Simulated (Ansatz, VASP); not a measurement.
Mg3TiO4: VASP beside Ansatz

Contents of INCAR:

```
PREC = Accurate
ENCUT = 600
EDIFF = 1E-6
ISMEAR = 1
SIGMA = 0.15
LREAL = False
LASPH = True
NELM = 120
ALGO = Normal
ISIF = 2
LWAVE = False
LCHARG = False
GGA = PE
NBANDS = 31
GGA_COMPAT = False
```

Contents of KPOINTS:

```
regular mesh
0
Gamma
  6 6 6
```

Contents of POSCAR:

```
Mg3TiO4
1.0
    4.3136600000      0.0000000000      0.0000000000
    0.0000000000      4.3136600000      0.0000000000
    0.0000000000      0.0000000000      4.3136600000
Mg Ti O
3 1 4
Direct
    0.0000000000      0.5000000000      0.5000000000
    0.5000000000      0.0000000000      0.5000000000
    0.5000000000      0.5000000000      0.0000000000
    0.0000000000      0.0000000000      0.0000000000
    0.5000000000      0.0000000000      0.0000000000
    0.0000000000      0.0000000000      0.5000000000
    0.0000000000      0.5000000000      0.0000000000
    0.5000000000      0.5000000000      0.5000000000
```

Input for Ansatz:

```yaml
crystal:
  lattice:
    bravais: cubic
    a: 4.31366
  space_group: 221
  atoms:
    - { symbol: Mg, position: [0.0, 0.5, 0.5] }
    - { symbol: Ti, position: [0.0, 0.0, 0.0] }
    - { symbol: O, position: [0.5, 0.0, 0.0] }
    - { symbol: O, position: [0.5, 0.5, 0.5] }
kpoints:
  mp_grid:
    grid: [6, 6, 6]
hamiltonian:
  xc: pbe
scf:
  occupations:
    method: cold
    width: 0.15
output:
  stress: true
```

Alike in both runs: task single point; functional PBE; k mesh 6 × 6 × 6; no spin polarisation.

|  | VASP | Ansatz |
| --- | --- | --- |
| version | VASP 6.6.1 | Ansatz 0.2.0 |
| potentials or method | VASP PAW PBE potentials, release 64 (Mg, Ti_sv, O) | plane waves, PAW |
| plane-wave cutoff (eV) | 600 | 420 |
| occupations | methfessel-paxton of order 1, width 0.15 eV | cold, width 0.15 eV |
| valence electrons in the cell | 42 | 66 |

```tsv
	VASP	Ansatz	Ansatz less VASP
pressure (GPa)	-3.4	-2.7	+0.71
```

VASP's potentials hold 42 valence electrons a cell and Ansatz's 66, so a difference there can come from the potentials and not from the codes.
